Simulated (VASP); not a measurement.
# KBr (I4/mmm) in VASP: a series of runs, part 2 of 2

VASP 6.6.1.

### Step 3. Single point, r2SCAN (strain -0.040 along x and y, -0.080 along z)

File POSCAR:

```
KBr
1.0
    0.0000000000      3.1608000000      3.0291000000
    3.1608000000      0.0000000000      3.0291000000
    3.1608000000      3.1608000000      0.0000000000
K Br
1 1
Direct
    0.0000000000      0.0000000000      0.0000000000
    0.5000000000      0.5000000000      0.5000000000
```

File INCAR.step1:

```
PREC     = Accurate       # precision mode
ENCUT    = 520            # plane-wave cutoff, eV
ISMEAR   = 0              # smearing method
SIGMA    = 0.05           # smearing width, eV
LREAL    = F              # projectors in reciprocal space
LASPH    = T              # aspherical terms in the spheres
NELM     = 80             # most SCF steps
NBANDS   = 15             # bands
GGA      = PE             # functional
ALGO     = Normal         # electronic algorithm
EDIFF    = 1E-4           # SCF threshold, eV
LWAVE    = T              # write WAVECAR
LCHARG   = F              # write CHGCAR
```

File INCAR.step2:

```
PREC     = Accurate       # precision mode
ENCUT    = 520            # plane-wave cutoff, eV
EDIFF    = 1E-6           # SCF threshold, eV
ISMEAR   = 0              # smearing method
SIGMA    = 0.05           # smearing width, eV
LREAL    = F              # projectors in reciprocal space
LASPH    = T              # aspherical terms in the spheres
NELM     = 80             # most SCF steps
ALGO     = Normal         # electronic algorithm
ISIF     = 2              # what is computed and relaxed
LWAVE    = F              # write WAVECAR
LCHARG   = F              # write CHGCAR
METAGGA  = R2SCAN         # meta-GGA
LMIXTAU  = T            
NBANDS   = 15             # bands
ISTART   = 1
```

File KPOINTS:

```
regular mesh
0
Gamma
  6 6 6
```

Potentials or basis: VASP PAW PBE potentials, release 64 (K_sv, Br).

Command:

```sh
$ cat potpaw_PBE.64/K_sv/POTCAR potpaw_PBE.64/Br/POTCAR > POTCAR
$ cp INCAR.step1 INCAR
$ mpirun -np 1 vasp_std > vasp.out
$ cp INCAR.step2 INCAR
$ mpirun -np 1 vasp_std > vasp.out
```

OUTCAR:

```text
PREC = Accurate
   ENCUT = 520
   EDIFF = 1E-6
   ISMEAR = 0
   LREAL = F
   LASPH = T
   NELM = 80
   ISIF = 2
   METAGGA = R2SCAN
   ISTART = 1

 ion  position               nearest neighbor table
   1  0.000  0.000  0.000-   2 3.03   2 3.03   2 3.16   2 3.16   2 3.16   2 3.16
   2  0.500  0.500  0.500-   1 3.03   1 3.03   1 3.16   1 3.16   1 3.16   1 3.16

  LATTYP: Found a body centered tetragonal cell.
 ALAT       =     4.4700462279
 C/A-ratio  =     1.3552879973

  Lattice vectors:

 A1 = (   0.0000000000,  -3.1608000000,  -3.0291000000)
 A2 = (   0.0000000000,   3.1608000000,  -3.0291000000)
 A3 = (   3.1608000000,   0.0000000000,   3.0291000000)

Analysis of symmetry for initial positions (statically):
=====================================================================
 Subroutine PRICEL returns:
 Original cell was already a primitive cell.

 Routine SETGRP: Setting up the symmetry group for a
 body centered tetragonal supercell.

 Subroutine GETGRP returns: Found 16 space group operations
 (whereof 16 operations were pure point group operations)
 out of a pool of 16 trial point group operations.

[... 169 lines left out ...]

 k-point     1 :       0.0000    0.0000    0.0000
  band No.  band energies     occupation
      1     -29.9307      2.00000
      2     -14.3549      2.00000
      3     -12.6671      2.00000
      4     -12.6481      2.00000
      5     -12.6481      2.00000
      6      -1.3918      2.00000
      7      -1.3918      2.00000
      8      -1.3171      2.00000
      9       4.2484      0.00000
     10       6.7287      0.00000
     11       6.7287      0.00000
     12       7.0330      0.00000
     13       7.8018      0.00000
     14       8.0666      0.00000
[... 401 lines left out ...]
      2     -14.3254      2.00000
      3     -12.7725      2.00000
      4     -12.7042      2.00000
      5     -12.6025      2.00000
      6      -2.4126      2.00000
      7      -1.9092      2.00000
      8      -1.7297      2.00000
      9       5.3087      0.00000
     10       7.6246      0.00000
     11       8.9039      0.00000
     12       9.3569      0.00000
     13       9.8683      0.00000
     14      10.3854      0.00000
     15      11.0228      0.00000

 [... further k-points ...]
[... 5 lines left out ...]
  --------------------------------------------------------------------------------------
  -------------------------------------------------------------------------------------
  Total        1.2527476      1.2527476      2.6209143      0.0000000      0.0000000      0.0000000
  in kB       33.1616806     33.1616806     69.3786372      0.0000000      0.0000000      0.0000000
  external PRESSURE =      45.2339995 kB  Pullay stress =       0.0000000 kB

 VOLUME and BASIS-vectors are now :
 -----------------------------------------------------------------------------
  energy-cutoff  :      520.00
  volume of cell :       60.53
      direct lattice vectors                 reciprocal lattice vectors
     0.000000000  3.160800000  3.029100000    -0.158187801  0.158187801  0.165065531
     3.160800000  0.000000000  3.029100000     0.158187801 -0.158187801  0.165065531
     3.160800000  3.160800000  0.000000000     0.158187801  0.158187801 -0.165065531

 POSITION                                       TOTAL-FORCE (eV/Angst)
 -----------------------------------------------------------------------------------
      0.00000      0.00000      0.00000         0.000000      0.000000      0.000000
      3.16080      3.16080      3.02910         0.000000     -0.000000     -0.000000
 -----------------------------------------------------------------------------------
    total drift:                                0.000000      0.000000      0.000000

  FREE ENERGIE OF THE ION-ELECTRON SYSTEM (eV)
  ---------------------------------------------------
  free  energy   TOTEN  =       -23.0946244820 eV

  energy  without entropy=      -23.0946244820  energy(sigma->0) =      -23.09462448
```

OUTCAR.step1:

```text
PREC = Accurate
   ENCUT = 520
   ISMEAR = 0
   LREAL = F
   LASPH = T
[... 654 lines left out ...]
 -----------------------------------------------------------------------------------
      0.00000      0.00000      0.00000         0.000000      0.000000      0.000000
      3.16080      3.16080      3.02910         0.000000      0.000000     -0.000000
 -----------------------------------------------------------------------------------
    total drift:                                0.000000      0.000000      0.000000

  FREE ENERGIE OF THE ION-ELECTRON SYSTEM (eV)
  ---------------------------------------------------
  free  energy   TOTEN  =        -6.0112995772 eV

  energy  without entropy=       -6.0112995772  energy(sigma->0) =       -6.01129958
```

It took 48 s on 1 thread of Intel Xeon 6975P-C (Granite Rapids), shared host; peak memory 0.22 GiB.

Results:

```yaml
Free_energy: -23.0946 eV
Pressure: 4.5 GPa
Band_gap_on_the_k_mesh: 5.57 eV, direct
```

Caveat: the cell differs from its parent crystal (strain -0.040 along x and y, -0.080 along z); the PAW data sets were made with another functional, which shifts forces and pressure a little. A k mesh can miss the band edges.

### Step 4. Single point, r2SCAN (strain -0.080 along x and y, +0.040 along z)

File POSCAR:

```
KBr
1.0
    0.0000000000      3.0291000000      3.4242000000
    3.0291000000      0.0000000000      3.4242000000
    3.0291000000      3.0291000000      0.0000000000
K Br
1 1
Direct
    0.0000000000      0.0000000000      0.0000000000
    0.5000000000      0.5000000000      0.5000000000
```

File INCAR.step1:

```
PREC = Accurate
ENCUT = 520
ISMEAR = 0
SIGMA = 0.05
LREAL = F
LASPH = T
NELM = 100
NBANDS = 15
GGA = PE
ALGO = Normal
EDIFF = 1E-4
LWAVE = T
LCHARG = F
```

File INCAR.step2:

```
PREC = Accurate
ENCUT = 520
EDIFF = 1E-6
ISMEAR = 0
SIGMA = 0.05
LREAL = F
LASPH = T
NELM = 100
ALGO = Normal
ISIF = 2
LWAVE = F
LCHARG = F
METAGGA = R2SCAN
LMIXTAU = T
NBANDS = 15
ISTART = 1
```

File KPOINTS:

```
Automatic mesh
0
Gamma
  6 6 6
```

Command:

```sh
$ cat potpaw_PBE.64/K_sv/POTCAR potpaw_PBE.64/Br/POTCAR > POTCAR
$ cp INCAR.step1 INCAR
$ mpirun -np 1 vasp_std > vasp.out
$ cp INCAR.step2 INCAR
$ mpirun -np 1 vasp_std > vasp.out
```

Wall time 42 s (1 thread of Intel Xeon 6975P-C (Granite Rapids), shared host); peak memory 0.2 GiB.

The run converged. Its results:

| Property | Result |
| --- | --- |
| Free energy | -23.0496 eV |
| Pressure | 4.2 GPa |
| Band gap on the k mesh | 5.34 eV, direct |

Stress tensor (GPa, compression positive):
```
 6.54  0.00  0.00
 0.00  6.54  0.00
 0.00  0.00 -0.50
```

Levels at points of the mesh, in eV from the valence-band top:
```
           k point  band 4  band 5  band 6  band 7  band 8  band 9  band 10  band 11  band 12  band 13
(0.00, 0.00, 0.00)  -11.39  -11.39   -0.16    0.00    0.00    5.34     7.63     8.47     8.47     9.09
(0.50, 0.00, 0.00)  -11.37  -10.95   -1.55   -0.58   -0.52    7.31     9.21    10.78    10.85    10.90
(0.50, 0.50, 0.00)  -11.43  -11.43   -1.18   -0.23   -0.23    6.21     8.59    10.16    10.44    11.03
(0.50, 0.00, 0.50)  -11.50  -11.43   -0.92   -0.45   -0.45    6.07     8.47    10.54    10.97    11.12
```

Caveat: the cell differs from its parent crystal (strain -0.080 along x and y, +0.040 along z); the PAW data sets were made with another functional, which shifts forces and pressure a little.

### Step 5. Summary

```csv
cell,gap on the mesh (eV),pressure (GPa)
"a = 4.474, b = 4.474, c = 4.284 Å, angles 61.4, 61.4, 57.2°, 2 atoms",5.53,5.0
"a = 4.378, b = 4.378, c = 4.470 Å, angles 59.3, 59.3, 61.4°, 2 atoms",5.57,4.5
"a = 4.572, b = 4.572, c = 4.284 Å, angles 62.1, 62.1, 55.9°, 2 atoms",5.34,4.2
```

Alike in all rows: task single point; level r2SCAN; potentials or basis VASP PAW PBE potentials, release 64 (K_sv, Br); no spin polarisation; k mesh 6 × 6 × 6; cutoff (eV) 520; smearing gaussian 0.05 eV.

Caveats: the PAW data sets were made with another functional, which shifts forces and pressure a little.

Absolute energies hang on the potentials; compare differences alone.
